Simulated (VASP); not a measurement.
**Al3BiO: single point with PBE**

Crystal: Al3BiO.

```
Al Bi O
1.0
     5.17069    0.00000    0.00000
    -2.58535    4.47795    0.00000
     0.00000    0.00000    4.84288
Al Bi O
3 1 1
Direct
  0.50000 0.00000 0.50000
  0.00000 0.50000 0.50000
  0.50000 0.50000 0.50000
  0.00000 0.00000 0.00000
  0.00000 0.00000 0.50000
```

```yaml
Program: VASP 6.6.1
Task: single point
Functional: PBE
Potentials_or_basis: VASP PAW PBE potentials, release 64 (Al, Bi_d, O)
Cutoff: 520 eV
k_mesh: 6 × 6 × 4
Occupations: gaussian, width 0.1 eV
Spin: no spin polarisation
```

| Quantity | Value |
| --- | --- |
| Pressure | 0.2 GPa |
| Band gap on the k mesh | zero (band 15 reaches 5.47 eV, above the bottom of band 16 at 4.64 eV) |

Stress tensor (GPa, compression positive):
```
 0.30  0.00  0.00
 0.00  0.30  0.00
 0.00  0.00 -0.16
```

Levels at points of the mesh, in eV from the Fermi level:
```tsv
k point	band 13	band 14	band 15	band 16	band 17	band 18
(0.00, 0.00, 0.00)	-1.26	-1.26	-0.41	0.40	0.40	3.54
(0.50, 0.00, 0.00)	-0.62	-0.39	-0.21	-0.08	1.29	1.99
(0.00, 0.00, 0.50)	-1.08	-0.93	-0.93	-0.49	-0.49	1.73
(0.50, 0.00, 0.50)	-2.26	-1.22	-1.12	0.20	0.41	3.04
```

It took 35 s on 1 thread of AMD EPYC 9R45 96-Core Processor (Zen 5), with other jobs on the host, peak memory 0.22 GiB.

Caveat: spin-orbit coupling is left out, which moves the levels of the heavy elements.
